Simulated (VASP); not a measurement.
# W8O in VASP: single point with PBE

Aim: the single point of W8O with PBE.

Program: VASP 6.6.1. These are calculated values, not measurements. Logs are shortened: lines on timing, memory, paths and dates and some standing lists are left out, and cuts for length are marked.

### 1 The cell of the first run

The cell holds a slab with vacuum, 9 atoms: a = 5.514 Å, b = 2.757 Å, c = 25.753 Å, α = 90.00°, β = 90.00°, γ = 109.47°.

### 2 Single point, PBE

Contents of INCAR:

```
SYSTEM = W8O
  ALGO = Normal
  DIPOL = 0.5 0.5 0.481
  EDIFF = 1E-6
  ENCUT = 520
  GGA = PE
  GGA_COMPAT = .False.
  IDIPOL = 3
  ISIF = 2
  ISMEAR = 0
  LASPH = .True.
  LCHARG = .True.
  LDIPOL = .True.
  LELF = .True.
  LREAL = .False.
  LVACPOTAV = .True.
  LVHAR = .True.
  LWAVE = .False.
  NBANDS = 69
  NELM = 120
  NELMDL = -8
  PREC = Accurate
  SIGMA = 0.1
```

Contents of KPOINTS:

```
k-points
0
Gamma
  6 11 1
  0 0 0
```

Contents of POSCAR:

```
W8O
1.0
    5.5140796780      0.0000000000      0.0000000000
   -0.9190132797      2.5993620882      0.0000000000
    0.0000000000      0.0000000000     25.7533408060
W O
8 1
Direct
    0.2500000000      0.5000000000      0.3300542661
    0.7500000000      0.5000000000      0.3300542661
    0.5000000000      0.0000000000      0.4174648130
    0.0000000000      0.0000000000      0.4174648130
    0.7529120631      0.4945534242      0.5044088176
    0.2514352590      0.4947641869      0.5058465944
    0.0000089400      0.0063062420      0.5923393124
    0.5126368814     -0.0368469872      0.5903236485
    0.1974719339      0.6467521414      0.6371435895
```

Potentials or basis: VASP PAW PBE potentials, release 64 (W_sv, O).

Run with:

```sh
cat potpaw_PBE.64/W_sv/POTCAR potpaw_PBE.64/O/POTCAR > POTCAR
mpirun -np 1 vasp_std > vasp.out
```

OUTCAR:

```text
SYSTEM = W8O
   EDIFF = 1E-6
   ENCUT = 520
   GGA = PE
   ISIF = 2
   ISMEAR = 0
   LASPH = .True.
   LREAL = .False.
   NELM = 120
   NELMDL = -8
   PREC = Accurate

 ion  position               nearest neighbor table
   1  0.250  0.500  0.330-   2 2.76   2 2.76   4 2.76   3 2.76   2 3.18   2 3.18   3 3.18   4 3.18

   2  0.750  0.500  0.330-   1 2.76   1 2.76   3 2.76   4 2.76   1 3.18   1 3.18   3 3.18   4 3.18

   3  0.500  0.000  0.417-   5 2.75   4 2.76   4 2.76   1 2.76   2 2.76   6 2.78   4 3.18   4 3.18
                             2 3.18   1 3.18   6 3.19   5 3.19
   4  0.000  0.000  0.417-   5 2.75   3 2.76   3 2.76   1 2.76   2 2.76   6 2.78   5 3.16   3 3.18
                             3 3.18   2 3.18   1 3.18   6 3.21
   5  0.753  0.495  0.504-   8 2.74   4 2.75   3 2.75   6 2.75   6 2.77   7 2.77   8 3.08   4 3.16
                             7 3.17   6 3.18   6 3.19   3 3.19
   6  0.251  0.495  0.506-   8 2.69   7 2.73   5 2.75   5 2.77   4 2.78   3 2.78   5 3.18   5 3.19
                             3 3.19   7 3.19   4 3.21   8 3.22
   7  0.000  0.006  0.592-   9 2.05   9 2.09   8 2.65   6 2.73   5 2.77   8 2.87   8 3.16   5 3.17
                             6 3.19   8 3.22
   8  0.513  0.963  0.590-   9 2.06   7 2.65   6 2.69   5 2.74   7 2.87   5 3.08   7 3.16   7 3.22
                             6 3.22
   9  0.197  0.647  0.637-   7 2.05   8 2.06   7 2.09

  Warning from LATTYP: Monoclinic adjustment (A1->A3, A2->A1, A3->A2)!
  Warning from LATTYP: Got some problem with cell dimensions!
  Tried to take original basis but could not verify dimensions!
  LATTYP: Found a simple monoclinic cell.
 ALAT       =     2.7570398390
 B/A-ratio  =     9.3409389453
 C/A-ratio  =     1.9148542155
 COS(beta)  =    -0.1740776559

  Lattice vectors:

 A1 = (  -0.9190132797,   2.5993620882,   0.0000000000)
 A2 = (   0.0000000000,   0.0000000000, -25.7533408060)
 A3 = (  -4.5950663983,  -2.5993620882,   0.0000000000)

Analysis of symmetry for initial positions (statically):
=====================================================================
 Subroutine PRICEL returns:
 Original cell was already a primitive cell.

 Routine SETGRP: Setting up the symmetry group for a
 simple monoclinic supercell.

 Subroutine GETGRP returns: Found  1 space group operations
 (whereof  1 operations were pure point group operations)
 out of a pool of  4 trial point group operations.

The static configuration has the point symmetry C_1 .

Analysis of symmetry for dynamics (positions and initial velocities):
=====================================================================
 Subroutine PRICEL returns:
 Original cell was already a primitive cell.

 Routine SETGRP: Setting up the symmetry group for a
 simple monoclinic supercell.

 Subroutine GETGRP returns: Found  1 space group operations
 (whereof  1 operations were pure point group operations)
 out of a pool of  4 trial point group operations.

The dynamic configuration has the point symmetry C_1 .

 Subroutine INISYM returns: Found  1 space group operations
 (whereof  1 operations are pure point group operations),
 and found     1 'primitive' translations

----------------------------------------------------------------------------------------

                                     Primitive cell

  volume of cell :     369.1249

  direct lattice vectors                    reciprocal lattice vectors
     5.514079678  0.000000000  0.000000000     0.181353926  0.064118296  0.000000000
    -0.919013280  2.599362088  0.000000000     0.000000000  0.384709773  0.000000000
     0.000000000  0.000000000 25.753340806     0.000000000  0.000000000  0.038829914

  length of vectors
     5.514079678  2.757039839 25.753340806     0.192354887  0.384709773  0.038829914

  position of ions in fractional coordinates (direct lattice)
     0.250000000  0.500000000  0.330054266
     0.750000000  0.500000000  0.330054266
     0.500000000  0.000000000  0.417464813
     0.000000000  0.000000000  0.417464813
     0.752912063  0.494553424  0.504408818
     0.251435259  0.494764187  0.505846594
     0.000008940  0.006306242  0.592339312
     0.512636881  0.963153013  0.590323648
     0.197471934  0.646752141  0.637143589

  ion indices of the primitive-cell ions
   primitive index   ion index
                 1           1
                 2           2
                 3           3
                 4           4
                 5           5
                 6           6
                 7           7
                 8           8
                 9           9

----------------------------------------------------------------------------------------

 KPOINTS: k-points

Automatic generation of k-mesh.
 Grid dimensions read from file:
 generate k-points for:    6   11    1

 Generating k-lattice:

  Cartesian coordinates                     Fractional coordinates (reciprocal lattice)
     0.030225654  0.010686383  0.000000000     0.166666667  0.000000000  0.000000000
     0.000000000  0.034973616  0.000000000     0.000000000  0.090909091  0.000000000
     0.000000000  0.000000000  0.038829914     0.000000000  0.000000000  1.000000000

  Length of vectors
     0.032059148  0.034973616  0.038829914

  Shift w.r.t. Gamma in fractional coordinates (k-lattice)
     0.000000000  0.000000000  0.000000000

 Subroutine IBZKPT returns following result:
 ===========================================

 Found     34 irreducible k-points:

 Following reciprocal coordinates:
            Coordinates               Weight
  0.000000  0.000000  0.000000      1.000000
  0.166667 -0.000000  0.000000      2.000000
  0.333333 -0.000000  0.000000      2.000000
  0.500000 -0.000000  0.000000      1.000000
  0.000000  0.090909  0.000000      2.000000
  0.166667  0.090909  0.000000      2.000000
[... 16 lines left out ...]
  0.000000  0.363636  0.000000      2.000000
  0.166667  0.363636  0.000000      2.000000
 [... further k-points ...]
   k-points           NKPTS =     34   k-points in BZ     NKDIM =     34   number of bands    NBANDS=     69
   number of dos      NEDOS =    301   number of ions     NIONS =      9
   total plane-waves  NPLWV = 193536
   dimension x,y,z NGX =    42 NGY =   24 NGZ =  192
   dimension x,y,z NGXF=    84 NGYF=   48 NGZF=  384
   ions per type =               8   1
   NGX,Y,Z   is equivalent  to a cutoff of  12.66, 14.47, 12.39 a.u.
   NGXF,Y,Z  is equivalent  to a cutoff of  25.33, 28.94, 24.79 a.u.
 SYSTEM =  W8O
   PREC   = accura    normal or accurate (medium, high low for compatibility)
   ISTART =      0    job   : 0-new  1-cont  2-samecut
   ICHARG =      2    charge: 1-file 2-atom 10-const
   ISPIN  =      1    spin polarized calculation?
   LNONCOLLINEAR =      F non collinear calculations
   LSORBIT =      F    spin-orbit coupling
   LASPH  =      T    aspherical Exc in radial PAW
   ENCUT  =  520.0 eV  38.22 Ry    6.18 a.u.  10.25  5.13 47.88*2*pi/ulx,y,z
   NELM   =    120;   NELMIN=  2; NELMDL= -8     # of ELM steps
   EDIFF  = 0.1E-05   stopping-criterion for ELM
   LREAL  =      F    real-space projection
[... 7 lines left out ...]
   TEBEG  =    0.0;   TEEND  =   0.0 temperature during run
   PSTRESS=    0.0 pullay stress
   NELECT =     118.0000    total number of electrons
   NUPDOWN=      -1.0000    fix difference up-down
   EMIN   =  10.00;   EMAX   =-10.00  energy-range for DOS
   EFERMI =   0.00;   METHOD = LEGACY
   ISMEAR =     0;   SIGMA  =   0.10  broadening in eV -4-tet -1-fermi 0-gaus
   EFERMI_NEDOS =   21; number of points for ismear=-14 and -15
   IALGO  =     38    algorithm
   IMIX   =      4    mixing-type and parameters
     AMIX     =   0.40;   BMIX     =  1.00
     AMIX_MAG =   1.60;   BMIX_MAG =  1.00
  volume/ion in A,a.u.               =      41.01       276.78
  Fermi-wavevector in a.u.,A,eV,Ry     =   1.119380  2.115322 17.048270  1.253013
  Thomas-Fermi vector in A             =   2.256019
   LORBIT       =      0    0 simple, 1 ext, 2 COOP (PROOUT), +10 PAW based schemes
   GGA     = PE    functional components
   LHFCALC =     F    Hartree Fock is set to
   AEXX    =    0.0000 exact exchange contribution
   IVDW    =     0    specifies the selected vdW correction
   LEPSILON=     F    determine dielectric tensor
   LRPA    =     F    only Hartree local field effects (RPA)
 non-spin polarized calculation
 Gauss-broadening in eV      SIGMA  =   0.10
  energy-cutoff  :      520.00
  volume of cell :      369.12
 maximum number of plane-waves:      9982
 NGX is ok and might be reduce to    42
   NGX = 21   NGY = 11   NGZ = 95

 dipolmoment           0.000000      0.000000     -0.007040 electrons x Angstroem

 number of electron     118.0000011 magnetization

 dipolmoment           0.000000      0.000000      0.008229 electrons x Angstroem

 Free energy of the ion-electron system (eV)
  ---------------------------------------------------
  ext. energy  EPLUGINS =         0.00000000
  ---------------------------------------------------
  free energy    TOTEN  =      -106.84121218 eV

  energy without entropy =     -106.81547548  energy(sigma->0) =     -106.82834383

 E-fermi :   0.9162     XC(G=0):  -5.6873

 val. band max:        0.9015167620   @ k =  -0.3333   0.4545   0.0000
 cond. band min:       0.9279536471   @ k =   0.3333   0.4545   0.0000
 fundamental gap:      0.0264368852
 Fermi energy:         0.9162447498

 k-point     1 :       0.0000    0.0000    0.0000
  band No.  band energies     occupation
      1     -73.6143      2.00000
      2     -73.3903      2.00000
      3     -73.2950      2.00000
      4     -73.2304      2.00000
      5     -73.2098      2.00000
      6     -73.1686      2.00000
[... 61 lines left out ...]
     68       3.1349      0.00000
     69       3.1479      0.00000

 k-point     2 :       0.1667   -0.0000    0.0000
  band No.  band energies     occupation
      1     -73.6130      2.00000
      2     -73.3916      2.00000
      3     -73.2899      2.00000
      4     -73.2289      2.00000
      5     -73.2150      2.00000
      6     -73.1700      2.00000
[... 61 lines left out ...]
     68       3.0351      0.00000
     69       3.1739      0.00000

 k-point     3 :       0.3333   -0.0000    0.0000
  band No.  band energies     occupation
      1     -73.6104      2.00000
      2     -73.3941      2.00000
      3     -73.2761      2.00000
      4     -73.2354      2.00000
      5     -73.2189      2.00000
      6     -73.1737      2.00000
[... 1501 lines left out ...]
     68       3.2517      0.00000
     69       3.5562      0.00000

 k-point    24 :       0.1667    0.3636    0.0000
  band No.  band energies     occupation
      1     -73.5640      2.00000
      2     -73.3480      2.00000
      3     -73.2189      2.00000
      4     -73.1979      2.00000
      5     -73.1830      2.00000
      6     -73.1234      2.00000
[... 61 lines left out ...]
     68       3.4846      0.00000
     69       3.6079      0.00000

 [... further k-points ...]

------------------------ aborting loop because EDIFF is reached ----------------------------------------

  FORCE on cell =-STRESS in cart. coord.  units (eV):
  Direction    XX          YY          ZZ          XY          YZ          ZX
  --------------------------------------------------------------------------------------
  -------------------------------------------------------------------------------------
  Total       -5.1722741     -7.7960180     -2.5098937     -3.2055355     -0.0004519     -0.0229619
  in kB      -22.4501229    -33.8384160    -10.8941291    -13.9135446     -0.0019613     -0.0996654
  external PRESSURE =     -22.3942226 kB  Pullay stress =       0.0000000 kB

 VOLUME and BASIS-vectors are now :
 -----------------------------------------------------------------------------
  energy-cutoff  :      520.00
  volume of cell :      369.12
      direct lattice vectors                 reciprocal lattice vectors
     5.514079678  0.000000000  0.000000000     0.181353926  0.064118296  0.000000000
    -0.919013280  2.599362088  0.000000000     0.000000000  0.384709773  0.000000000
     0.000000000  0.000000000 25.753340806     0.000000000  0.000000000  0.038829914

 POSITION                                       TOTAL-FORCE (eV/Angst)
 -----------------------------------------------------------------------------------
      0.91901      1.29968      8.50000         0.027407     -0.040246      0.558721
      3.67605      1.29968      8.50000        -0.019164      0.035552      0.706665
      2.75704      0.00000     10.75111        -0.106285      0.112885     -0.651775
      0.00000      0.00000     10.75111         0.105141     -0.106676     -0.673389
      3.69712      1.28552     12.99021        -0.015058     -0.002896      0.005625
      0.93174      1.28607     13.02724         0.012916     -0.009176     -0.006504
     -0.00575      0.01639     15.25472        -0.096061     -0.017038     -0.089349
      1.94157      2.50358     15.20281         0.069016      0.052331     -0.007329
      0.49450      1.68114     16.40858         0.022089     -0.024736      0.157337
 -----------------------------------------------------------------------------------
    total drift:                               -0.000368     -0.000087     -0.000372

  FREE ENERGIE OF THE ION-ELECTRON SYSTEM (eV)
  ---------------------------------------------------
  free  energy   TOTEN  =      -106.8412121814 eV

  energy  without entropy=     -106.8154754828  energy(sigma->0) =     -106.82834383

 vacuum level on the upper side and lower side of the slab         6.001         5.898
```

Run time: 26 min. Hardware: 1 thread of Intel Xeon 6975P-C (Granite Rapids), shared host; peak memory 0.85 GiB.

What came out:

| Quantity | Value |
| --- | --- |
| Free energy | -106.8412 eV |
| Largest force | 0.708 eV/Å |
| Band gap on the k mesh | zero (bands 59 and 60 overlap by 1.55 eV) |

Forces on the atoms (eV/Å):
```
W    0.027 -0.040  0.559
W   -0.019  0.036  0.707
W   -0.106  0.113 -0.652
W    0.105 -0.107 -0.673
W   -0.015 -0.003  0.006
W    0.013 -0.009 -0.007
W   -0.096 -0.017 -0.089
W    0.069  0.052 -0.007
O    0.022 -0.025  0.157
```

Caveat: spin-orbit coupling is left out, which moves the levels of the heavy elements.
